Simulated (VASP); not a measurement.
# In2As2H in VASP: notebook, part 2 of 2

VASP 6.6.1.

### 5 Single point, PBE+D3(BJ)

Input file INCAR:

```
PREC     = Accurate       # precision mode
ENCUT    = 520            # plane-wave cutoff, eV
EDIFF    = 1E-7           # SCF threshold, eV
ISMEAR   = 0              # smearing method
SIGMA    = 0.1            # smearing width, eV
LREAL    = False          # projectors in reciprocal space
LASPH    = True           # aspherical terms in the spheres
NELM     = 60             # most SCF steps
ALGO     = Normal         # electronic algorithm
ISIF     = 2              # what is computed and relaxed
LWAVE    = False          # write WAVECAR
LCHARG   = True           # write CHGCAR
LDIPOL   = True         
IDIPOL   = 3            
DIPOL    = 0.5 0.5 0.338
GGA      = PE             # functional
IVDW     = 12             # dispersion correction
LELF     = True           # ELF
LVHAR    = True         
LVACPOTAV= True         
NBANDS   = 26             # bands
```

Input file KPOINTS:

```
Automatic mesh
0
Gamma
  6 6 1
```

Input file POSCAR:

```
In2As2H
1.0
    4.3220706691      0.0000000000      0.0000000000
   -2.1610353346      3.7430229964      0.0000000000
    0.0000000000      0.0000000000     21.7386927198
As In H
2 2 1
Direct
    0.0000000000      0.0000000000      0.1840037049
    0.3333333333      0.6666666667      0.3557112058
    0.3333333333      0.6666666667      0.2245875152
    0.6666666667      0.3333333333      0.3881876812
    0.8888888889      1.2222222222      0.5399907378
```

Potentials or basis: VASP PAW PBE potentials, release 64 (As, In_d, H).

On the command line:

```bash
$ cat potpaw_PBE.64/As/POTCAR potpaw_PBE.64/In_d/POTCAR potpaw_PBE.64/H/POTCAR > POTCAR
$ mpirun -np 1 vasp_std > vasp.out
```

OUTCAR:

```text
PREC = Accurate
   ENCUT = 520
   EDIFF = 1E-7
   ISMEAR = 0
   LREAL = False
   LASPH = True
   NELM = 60
   ISIF = 2
   GGA = PE
   IVDW = 12
 IVDW          = 12

 ion  position               nearest neighbor table
   1  0.000  0.000  0.184-   3 2.65   3 2.65   3 2.65
   2  0.333  0.667  0.356-   4 2.59   4 2.59   4 2.59   3 2.85
   3  0.333  0.667  0.225-   1 2.65   1 2.65   1 2.65   2 2.85
   4  0.667  0.333  0.388-   2 2.59   2 2.59   2 2.59
   5  0.889  0.222  0.540-

  LATTYP: Found a hexagonal cell.
 ALAT       =     4.3220706691
 C/A-ratio  =     5.0296939555

  Lattice vectors:

 A1 = (   4.3220706691,   0.0000000000,   0.0000000000)
 A2 = (  -2.1610353346,   3.7430229964,   0.0000000000)
 A3 = (   0.0000000000,   0.0000000000,  21.7386927198)

Analysis of symmetry for initial positions (statically):
=====================================================================
 Subroutine PRICEL returns:
 Original cell was already a primitive cell.

 Routine SETGRP: Setting up the symmetry group for a
 hexagonal supercell.

 Subroutine GETGRP returns: Found  1 space group operations
 (whereof  1 operations were pure point group operations)
 out of a pool of 24 trial point group operations.

The static configuration has the point symmetry C_1 .

Analysis of symmetry for dynamics (positions and initial velocities):
=====================================================================
 Subroutine PRICEL returns:
 Original cell was already a primitive cell.

 Routine SETGRP: Setting up the symmetry group for a
 hexagonal supercell.

 Subroutine GETGRP returns: Found  1 space group operations
 (whereof  1 operations were pure point group operations)
 out of a pool of 24 trial point group operations.

The dynamic configuration has the point symmetry C_1 .

 Subroutine INISYM returns: Found  1 space group operations
 (whereof  1 operations are pure point group operations),
 and found     1 'primitive' translations

----------------------------------------------------------------------------------------

                                     Primitive cell

  volume of cell :     351.6801

  direct lattice vectors                    reciprocal lattice vectors
     4.322070669  0.000000000  0.000000000     0.231370581  0.133581867  0.000000000
    -2.161035335  3.743022996  0.000000000     0.000000000  0.267163734  0.000000000
     0.000000000  0.000000000 21.738692720     0.000000000  0.000000000  0.046000926

  length of vectors
     4.322070669  4.322070669 21.738692720     0.267163734  0.267163734  0.046000926

  position of ions in fractional coordinates (direct lattice)
     0.000000000  0.000000000  0.184003705
     0.333333333  0.666666667  0.355711206
     0.333333333  0.666666667  0.224587515
     0.666666667  0.333333333  0.388187681
     0.888888889  0.222222222  0.539990738

  ion indices of the primitive-cell ions
   primitive index   ion index
                 1           1
                 2           2
                 3           3
                 4           4
                 5           5

----------------------------------------------------------------------------------------

 KPOINTS: Automatic mesh

[... 28 lines left out ...]
  0.333333  0.000000  0.000000      2.000000
  0.000000  0.333333  0.000000      2.000000
[... 12 lines left out ...]
  0.500000 -0.166667  0.000000      2.000000
  0.333333  0.333333  0.000000      2.000000
   k-points           NKPTS =     20   k-points in BZ     NKDIM =     20   number of bands    NBANDS=     26
   number of dos      NEDOS =    301   number of ions     NIONS =      5
   total plane-waves  NPLWV = 165888
   dimension x,y,z NGX =    32 NGY =   32 NGZ =  162
   dimension x,y,z NGXF=    64 NGYF=   64 NGZF=  324
   ions per type =               2   2   1
   NGX,Y,Z   is equivalent  to a cutoff of  12.31, 12.31, 12.39 a.u.
   NGXF,Y,Z  is equivalent  to a cutoff of  24.62, 24.62, 24.78 a.u.
 SYSTEM =  unknown system
   PREC   = accura    normal or accurate (medium, high low for compatibility)
   ISTART =      0    job   : 0-new  1-cont  2-samecut
   ICHARG =      2    charge: 1-file 2-atom 10-const
   ISPIN  =      1    spin polarized calculation?
   LNONCOLLINEAR =      F non collinear calculations
   LSORBIT =      F    spin-orbit coupling
   LASPH  =      T    aspherical Exc in radial PAW
   ENCUT  =  520.0 eV  38.22 Ry    6.18 a.u.   8.04  8.04 40.42*2*pi/ulx,y,z
   NELM   =     60;   NELMIN=  2; NELMDL= -5     # of ELM steps
   EDIFF  = 0.1E-06   stopping-criterion for ELM
   LREAL  =      F    real-space projection
   EDIFFG = 0.1E-05   stopping-criterion for IOM
   NSW    =      0    number of steps for IOM
   IBRION =     -1    ionic relax: 0-MD 1-quasi-New 2-CG
   NFREE  =      0    steps in history (QN), initial steepest desc. (CG)
   ISIF   =      2    stress and relaxation
   ISYM   =      2    0-nonsym 1-usesym 2-fastsym
   POTIM  = 0.5000    time-step for ionic-motion
   TEBEG  =    0.0;   TEEND  =   0.0 temperature during run
   PSTRESS=    0.0 pullay stress
   NELECT =      37.0000    total number of electrons
   NUPDOWN=      -1.0000    fix difference up-down
   EMIN   =  10.00;   EMAX   =-10.00  energy-range for DOS
   EFERMI =   0.00;   METHOD = LEGACY
   ISMEAR =     0;   SIGMA  =   0.10  broadening in eV -4-tet -1-fermi 0-gaus
   EFERMI_NEDOS =   21; number of points for ismear=-14 and -15
   IALGO  =     38    algorithm
   IMIX   =      4    mixing-type and parameters
     AMIX     =   0.40;   BMIX     =  1.00
     AMIX_MAG =   1.60;   BMIX_MAG =  1.00
  volume/ion in A,a.u.               =      70.34       474.65
  Fermi-wavevector in a.u.,A,eV,Ry     =   0.772846  1.460467  8.126631  0.597291
  Thomas-Fermi vector in A             =   1.874564
   LORBIT       =      0    0 simple, 1 ext, 2 COOP (PROOUT), +10 PAW based schemes
   GGA     = PE    functional components
   LHFCALC =     F    Hartree Fock is set to
   AEXX    =    0.0000 exact exchange contribution
   IVDW    =    12    specifies the selected vdW correction
   LEPSILON=     F    determine dielectric tensor
   LRPA    =     F    only Hartree local field effects (RPA)
 non-spin polarized calculation
 Gauss-broadening in eV      SIGMA  =   0.10
  energy-cutoff  :      520.00
  volume of cell :      351.68
 maximum number of plane-waves:      9486
   NGX = 17   NGY = 17   NGZ = 81

 dipolmoment           0.000000      0.000000     -0.051893 electrons x Angstroem

 number of electron      36.9999995 magnetization

 dipolmoment           0.000000      0.000000      0.087821 electrons x Angstroem

 Free energy of the ion-electron system (eV)
  ---------------------------------------------------
  ext. energy  EPLUGINS =         0.00000000
  ---------------------------------------------------
  free energy    TOTEN  =       -14.65901594 eV

  energy without entropy =      -14.61450394  energy(sigma->0) =      -14.63675994

 E-fermi :  -2.7281     XC(G=0):  -3.9177

 val. band max:       -2.7329163163   @ k =  -0.1667   0.3333   0.0000
 cond. band min:      -2.7274477486   @ k =   0.1667   0.3333   0.0000
 fundamental gap:      0.0054685677
 Fermi energy:        -2.7281303331

 k-point     1 :       0.0000    0.0000    0.0000
  band No.  band energies     occupation
      1     -17.5145      2.00000
      2     -17.4288      2.00000
      3     -17.4199      2.00000
      4     -17.3421      2.00000
      5     -17.3348      2.00000
      6     -16.6258      2.00000
[... 569 lines left out ...]
     25       3.2812      0.00000
     26       3.7421      0.00000

------------------------ aborting loop because EDIFF is reached ----------------------------------------

 Edisp (eV)   -0.86594

 E8    (eV) :    -0.4107

  FORCE on cell =-STRESS in cart. coord.  units (eV):
  Direction    XX          YY          ZZ          XY          YZ          ZX
  --------------------------------------------------------------------------------------
  -------------------------------------------------------------------------------------
  Total      -0.41760    -0.15356    -1.87490     0.17604     0.12853    -0.37693
  in kB      -1.90247    -0.69960    -8.54163     0.80199     0.58555    -1.71719
  external pressure =       -3.71 kB  Pullay stress =        0.00 kB

 VOLUME and BASIS-vectors are now :
 -----------------------------------------------------------------------------
  energy-cutoff  :      520.00
  volume of cell :      351.68
      direct lattice vectors                 reciprocal lattice vectors
     4.322070669  0.000000000  0.000000000     0.231370581  0.133581867  0.000000000
    -2.161035335  3.743022996  0.000000000     0.000000000  0.267163734  0.000000000
     0.000000000  0.000000000 21.738692720     0.000000000  0.000000000  0.046000926

 POSITION                                       TOTAL-FORCE (eV/Angst)
 -----------------------------------------------------------------------------------
      0.00000      0.00000      4.00000        -0.014003      0.003126      0.059386
     -0.00000      2.49535      7.73270         0.011346      0.003910     -0.248313
     -0.00000      2.49535      4.88224         0.005290     -0.000137      0.077673
      2.16104      1.24767      8.43869         0.122414     -0.050839      0.557858
      3.36161      0.83178     11.73869        -0.125047      0.043940     -0.446605
 -----------------------------------------------------------------------------------
    total drift:                               -0.000076      0.000035     -0.000840

  FREE ENERGIE OF THE ION-ELECTRON SYSTEM (eV)
  ---------------------------------------------------
  free  energy   TOTEN  =       -15.5249581168 eV

  energy  without entropy=      -15.4804461116  energy(sigma->0) =      -15.50270211

 vacuum level on the upper side and lower side of the slab         3.926         2.944
```

Wall time 4.8 min (1 thread of Intel Xeon Platinum 8259CL at 2.50GHz (Skylake/Cascade Lake), shared host); peak memory 0.5 GiB.

Results:

| Property | Result |
| --- | --- |
| Free energy | -15.5250 eV |
| Largest force | 0.573 eV/Å |
| Band gap on the k mesh | zero (an odd number of electrons rules out a gap without spin polarisation) |
| Dispersion energy per atom | -0.173 eV |

Forces in eV/Å, atoms in the order of the input:
```
As  -0.014  0.003  0.059
As   0.011  0.004 -0.248
In   0.005  0.000  0.078
In   0.122 -0.051  0.558
H   -0.125  0.044 -0.447
```

Caveat: spin-orbit coupling is left out, which moves the levels of the heavy elements; an odd number of electrons without spin polarisation forces a metal; a magnetic or distorted state may lie lower.

### 6 The runs side by side

| cell | gap on the mesh (eV) | largest force (eV/Å) |
| --- | --- | --- |
| as given, atomic positions A | none | 0.80 |
| as given, atomic positions B | none | 0.36 |
| as given, atomic positions C | none | 0.35 |
| as given, atomic positions D | none | 0.57 |

Alike in all rows: task single point; level PBE+D3(BJ); potentials or basis VASP PAW PBE potentials, release 64 (As, In_d, H); no spin polarisation; k mesh 6 × 6 × 1; cutoff (eV) 520; smearing gaussian 0.1 eV.

Caveats: spin-orbit coupling is left out, which moves the levels of the heavy elements; an odd number of electrons without spin polarisation forces a metal; a magnetic or distorted state may lie lower.

Absolute energies hang on the potentials; compare differences alone.

The gap in the log of VASP goes by the Fermi energy; the results here count the filled bands.